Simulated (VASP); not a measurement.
# Ge (I4_1/amd) in VASP: a series of runs

The runs below take Ge through single point, with PBEsol.

Program: VASP 6.6.1. These are calculated values, not measurements. Logs are shortened: lines on timing, memory, paths and dates and some standing lists are left out, and cuts for length are marked.

## 1. The cell of the first run

The structure is tetragonal, space group I4_1/amd (No. 141). Conventional cell: a = 3.893 Å, b = 3.893 Å, c = 5.846 Å, α = 90.00°, β = 90.00°, γ = 90.00°. Ge (site symmetry -4m2) has 4 Ge at 2.43 Å within 3.2 Å.

## 2. Single point, PBEsol (strain -0.030 along x and y, +0.030 along z)

INCAR reads:

```
  PREC = Accurate
  ENCUT = 520
  EDIFF = 1E-6
  ISMEAR = 0
  SIGMA = 0.15
  LREAL = False
  LASPH = True
  NELM = 80
  ALGO = Normal
  ISIF = 2
  LWAVE = False
  LCHARG = False
  GGA = PS
  NBANDS = 21
```

KPOINTS reads:

```
regular mesh
0
Gamma
  18 18 18
```

POSCAR reads:

```
Ge
1.0
    0.0000000000      2.7527443047      2.9230171483
    2.7527443047      0.0000000000      2.9230171483
    2.7527443047      2.7527443047      0.0000000000
Ge
2
Direct
    0.5000000000      0.5000000000      0.5000000000
    0.7500000000      0.7500000000      0.7500000000
```

Potentials or basis: VASP PAW PBE potentials, release 64 (Ge_d).

Run with:

```console
cat potpaw_PBE.64/Ge_d/POTCAR > POTCAR
mpirun -np 1 vasp_std > vasp.out
```

OUTCAR:

```text
PREC = Accurate
   ENCUT = 520
   EDIFF = 1E-6
   ISMEAR = 0
   LREAL = False
   LASPH = True
   NELM = 80
   ISIF = 2
   GGA = PS

 ion  position               nearest neighbor table
   1  0.500  0.500  0.500-   2 2.43   2 2.43   2 2.43   2 2.43
   2  0.750  0.750  0.750-   1 2.43   1 2.43   1 2.43   1 2.43

  LATTYP: Found a body centered tetragonal cell.
 ALAT       =     3.8929683295
 C/A-ratio  =     1.5016906899

  Lattice vectors:

 A1 = (  -2.7527443047,   0.0000000000,   2.9230171483)
 A2 = (   2.7527443047,   0.0000000000,   2.9230171483)
 A3 = (   0.0000000000,   2.7527443047,  -2.9230171483)

Analysis of symmetry for initial positions (statically):
=====================================================================
 Subroutine PRICEL returns:
 Original cell was already a primitive cell.

 Routine SETGRP: Setting up the symmetry group for a
 body centered tetragonal supercell.

 Subroutine GETGRP returns: Found 16 space group operations
 (whereof  8 operations were pure point group operations)
 out of a pool of 16 trial point group operations.

The static configuration has the point symmetry D_2d.
 The point group associated with its full space group is D_4h.

Analysis of symmetry for dynamics (positions and initial velocities):
=====================================================================
 Subroutine PRICEL returns:
 Original cell was already a primitive cell.

 Routine SETGRP: Setting up the symmetry group for a
 body centered tetragonal supercell.

 Subroutine GETGRP returns: Found 16 space group operations
 (whereof  8 operations were pure point group operations)
 out of a pool of 16 trial point group operations.

The dynamic configuration has the point symmetry D_2d.
 The point group associated with its full space group is D_4h.

 Subroutine INISYM returns: Found 16 space group operations
 (whereof  8 operations are pure point group operations),
 and found     1 'primitive' translations

----------------------------------------------------------------------------------------

                                     Primitive cell

  volume of cell :      44.2989

  direct lattice vectors                    reciprocal lattice vectors
     0.000000000  2.752744305  2.923017148    -0.181636921  0.181636921  0.171056130
     2.752744305  0.000000000  2.923017148     0.181636921 -0.181636921  0.171056130
     2.752744305  2.752744305  0.000000000     0.181636921  0.181636921 -0.171056130

  length of vectors
     4.015175022  4.015175022  3.892968329     0.308616496  0.308616496  0.308616496

  position of ions in fractional coordinates (direct lattice)
     0.500000000  0.500000000  0.500000000
     0.750000000  0.750000000  0.750000000

  ion indices of the primitive-cell ions
   primitive index   ion index
                 1           1
                 2           2

----------------------------------------------------------------------------------------

 KPOINTS: regular mesh

Automatic generation of k-mesh.
 Grid dimensions read from file:
 generate k-points for:   18   18   18

 Generating k-lattice:

  Cartesian coordinates                     Fractional coordinates (reciprocal lattice)
    -0.010090940  0.010090940  0.009503118     0.055555556  0.000000000  0.000000000
     0.010090940 -0.010090940  0.009503118     0.000000000  0.055555556  0.000000000
     0.010090940  0.010090940 -0.009503118     0.000000000  0.000000000  0.055555556

  Length of vectors
     0.017145361  0.017145361  0.017145361

  Shift w.r.t. Gamma in fractional coordinates (k-lattice)
     0.000000000  0.000000000  0.000000000

 Subroutine IBZKPT returns following result:
 ===========================================

 Found    480 irreducible k-points:

 Following reciprocal coordinates:
            Coordinates               Weight
  0.000000  0.000000  0.000000      1.000000
  0.055556  0.000000  0.000000      8.000000
  0.111111  0.000000  0.000000      8.000000
  0.166667  0.000000  0.000000      8.000000
  0.222222  0.000000  0.000000      8.000000
  0.277778  0.000000  0.000000      8.000000
[... 16 lines left out ...]
 -0.277778  0.055556  0.000000      8.000000
 -0.222222  0.055556  0.000000      8.000000
 [... further k-points ...]
   k-points           NKPTS =    480   k-points in BZ     NKDIM =    480   number of bands    NBANDS=     21
   number of dos      NEDOS =    301   number of ions     NIONS =      2
   total plane-waves  NPLWV =  27000
   dimension x,y,z NGX =    30 NGY =   30 NGZ =   30
   dimension x,y,z NGXF=    60 NGYF=   60 NGZF=   60
   ions per type =               2
   NGX,Y,Z   is equivalent  to a cutoff of  12.42, 12.42, 12.81 a.u.
   NGXF,Y,Z  is equivalent  to a cutoff of  24.84, 24.84, 25.62 a.u.
 SYSTEM =  unknown system
   PREC   = accura    normal or accurate (medium, high low for compatibility)
   ISTART =      0    job   : 0-new  1-cont  2-samecut
   ICHARG =      2    charge: 1-file 2-atom 10-const
   ISPIN  =      1    spin polarized calculation?
   LNONCOLLINEAR =      F non collinear calculations
   LSORBIT =      F    spin-orbit coupling
   LASPH  =      T    aspherical Exc in radial PAW
   ENCUT  =  520.0 eV  38.22 Ry    6.18 a.u.   7.47  7.47  7.24*2*pi/ulx,y,z
   NELM   =     80;   NELMIN=  2; NELMDL= -5     # of ELM steps
   EDIFF  = 0.1E-05   stopping-criterion for ELM
   LREAL  =      F    real-space projection
   EDIFFG = 0.1E-04   stopping-criterion for IOM
   NSW    =      0    number of steps for IOM
   IBRION =     -1    ionic relax: 0-MD 1-quasi-New 2-CG
   NFREE  =      0    steps in history (QN), initial steepest desc. (CG)
   ISIF   =      2    stress and relaxation
   ISYM   =      2    0-nonsym 1-usesym 2-fastsym
   POTIM  = 0.5000    time-step for ionic-motion
   TEBEG  =    0.0;   TEEND  =   0.0 temperature during run
   PSTRESS=    0.0 pullay stress
   NELECT =      28.0000    total number of electrons
   NUPDOWN=      -1.0000    fix difference up-down
   EMIN   =  10.00;   EMAX   =-10.00  energy-range for DOS
   EFERMI =   0.00;   METHOD = LEGACY
   ISMEAR =     0;   SIGMA  =   0.15  broadening in eV -4-tet -1-fermi 0-gaus
   EFERMI_NEDOS =   21; number of points for ismear=-14 and -15
   IALGO  =     38    algorithm
   IMIX   =      4    mixing-type and parameters
     AMIX     =   0.40;   BMIX     =  1.00
     AMIX_MAG =   1.60;   BMIX_MAG =  1.00
  volume/ion in A,a.u.               =      22.15       149.47
  Fermi-wavevector in a.u.,A,eV,Ry     =   1.404957  2.654984 26.856610  1.973905
  Thomas-Fermi vector in A             =   2.527467
   LORBIT       =      0    0 simple, 1 ext, 2 COOP (PROOUT), +10 PAW based schemes
   GGA     = PS    functional components
   LHFCALC =     F    Hartree Fock is set to
   AEXX    =    0.0000 exact exchange contribution
   IVDW    =     0    specifies the selected vdW correction
   LEPSILON=     F    determine dielectric tensor
   LRPA    =     F    only Hartree local field effects (RPA)
 non-spin polarized calculation
 Gauss-broadening in eV      SIGMA  =   0.15
  energy-cutoff  :      520.00
  volume of cell :       44.30
 maximum number of plane-waves:      1211
 NGX is ok and might be reduce to    30
   NGX = 15   NGY = 15   NGZ = 15

 number of electron      28.0000017 magnetization

 Free energy of the ion-electron system (eV)
  ---------------------------------------------------
  ext. energy  EPLUGINS =         0.00000000
  ---------------------------------------------------
  free energy    TOTEN  =        -9.83979747 eV

  energy without entropy =       -9.83919167  energy(sigma->0) =       -9.83949457

 E-fermi :   5.1986     XC(G=0): -10.2371

 val. band max:        5.1947099976   @ k =   0.5000   0.0000   0.0000
 cond. band min:       5.2224498321   @ k =   0.4444   0.0000   0.0000
 fundamental gap:      0.0277398345
 Fermi energy:         5.1985774970

 k-point     1 :       0.0000    0.0000    0.0000
  band No.  band energies     occupation
      1     -19.7226      2.00000
      2     -19.7226      2.00000
      3     -19.7073      2.00000
      4     -19.6825      2.00000
      5     -19.6760      2.00000
      6     -19.4740      2.00000
[... 13 lines left out ...]
     20      13.9066      0.00000
     21      14.8866      0.00000

 k-point     2 :       0.0556    0.0000    0.0000
  band No.  band energies     occupation
      1     -19.7248      2.00000
      2     -19.7226      2.00000
      3     -19.7096      2.00000
      4     -19.6787      2.00000
      5     -19.6734      2.00000
      6     -19.4753      2.00000
[... 13 lines left out ...]
     20      13.6046      0.00000
     21      14.8180      0.00000

 k-point     3 :       0.1111    0.0000    0.0000
  band No.  band energies     occupation
      1     -19.7298      2.00000
      2     -19.7232      2.00000
      3     -19.7129      2.00000
      4     -19.6705      2.00000
      5     -19.6668      2.00000
      6     -19.4787      2.00000
[... 13 lines left out ...]
     20      13.2176      0.00000
     21      14.2229      0.00000

 k-point     4 :       0.1667    0.0000    0.0000
  band No.  band energies     occupation
      1     -19.7356      2.00000
      2     -19.7257      2.00000
      3     -19.7134      2.00000
      4     -19.6612      2.00000
      5     -19.6589      2.00000
      6     -19.4832      2.00000
[... 13 lines left out ...]
     20      13.1470      0.00000
     21      13.7790      0.00000

 k-point     5 :       0.2222    0.0000    0.0000
  band No.  band energies     occupation
      1     -19.7409      2.00000
      2     -19.7289      2.00000
      3     -19.7115      2.00000
      4     -19.6522      2.00000
      5     -19.6512      2.00000
      6     -19.4878      2.00000
[... 13 lines left out ...]
     20      13.4034      0.00000
     21      13.5702      0.00000
[... 382 lines left out ...]
     20      14.4600      0.00000
     21      16.5563      0.00000

 k-point    22 :      -0.3333    0.0556    0.0000
  band No.  band energies     occupation
      1     -19.7517      2.00000
      2     -19.7330      2.00000
      3     -19.7001      2.00000
      4     -19.6414      2.00000
      5     -19.6333      2.00000
      6     -19.5016      2.00000
[... 13 lines left out ...]
     20      13.7436      0.00000
     21      15.5846      0.00000

 k-point    23 :      -0.2778    0.0556    0.0000
  band No.  band energies     occupation
      1     -19.7492      2.00000
      2     -19.7298      2.00000
      3     -19.7034      2.00000
      4     -19.6478      2.00000
      5     -19.6371      2.00000
      6     -19.4988      2.00000
[... 13 lines left out ...]
     20      13.2736      0.00000
     21      14.7099      0.00000

 k-point    24 :      -0.2222    0.0556    0.0000
  band No.  band energies     occupation
      1     -19.7455      2.00000
      2     -19.7258      2.00000
      3     -19.7074      2.00000
      4     -19.6553      2.00000
      5     -19.6431      2.00000
      6     -19.4937      2.00000
[... 13 lines left out ...]
     20      13.1324      0.00000
     21      14.0626      0.00000

 [... further k-points ...]

------------------------ aborting loop because EDIFF is reached ----------------------------------------

  FORCE on cell =-STRESS in cart. coord.  units (eV):
  Direction    XX          YY          ZZ          XY          YZ          ZX
  --------------------------------------------------------------------------------------
  -------------------------------------------------------------------------------------
  Total        1.0515450      1.0515450     -0.2825758      0.0000000     -0.0000000     -0.0000000
  in kB       38.0316634     38.0316634    -10.2200361      0.0000000     -0.0000000     -0.0000000
  external PRESSURE =      21.9477635 kB  Pullay stress =       0.0000000 kB

 VOLUME and BASIS-vectors are now :
 -----------------------------------------------------------------------------
  energy-cutoff  :      520.00
  volume of cell :       44.30
      direct lattice vectors                 reciprocal lattice vectors
     0.000000000  2.752744305  2.923017148    -0.181636921  0.181636921  0.171056130
     2.752744305  0.000000000  2.923017148     0.181636921 -0.181636921  0.171056130
     2.752744305  2.752744305  0.000000000     0.181636921  0.181636921 -0.171056130

 POSITION                                       TOTAL-FORCE (eV/Angst)
 -----------------------------------------------------------------------------------
      2.75274      2.75274      2.92302         0.000000      0.000000     -0.000000
      4.12912      4.12912      4.38453         0.000000      0.000000      0.000000
 -----------------------------------------------------------------------------------
    total drift:                                0.000000     -0.000000      0.000000

  FREE ENERGIE OF THE ION-ELECTRON SYSTEM (eV)
  ---------------------------------------------------
  free  energy   TOTEN  =        -9.8397974700 eV

  energy  without entropy=       -9.8391916677  energy(sigma->0) =       -9.83949457
```

Run time: 3.9 min. Hardware: 1 thread of Intel Xeon Platinum 8488C (Sapphire Rapids), shared host; peak memory 0.44 GiB.

Results:

```
Free energy            : -9.8398 eV
Pressure               : 2.2 GPa
Band gap on the k mesh : zero (bands 14 and 15 overlap by 0.05 eV)
```

Stress tensor (GPa, compression positive):
```
 3.80  0.00  0.00
 0.00  3.80  0.00
 0.00  0.00 -1.02
```

Caveat: the cell differs from its parent crystal (strain -0.030 along x and y, +0.030 along z); semilocal functionals underestimate gaps, and a narrow one can read as zero; the PAW data sets were made with another functional, which shifts forces and pressure a little.

(Continued in part 2 of 2.)

The gap in the log of VASP goes by the Fermi energy; the results here count the filled bands.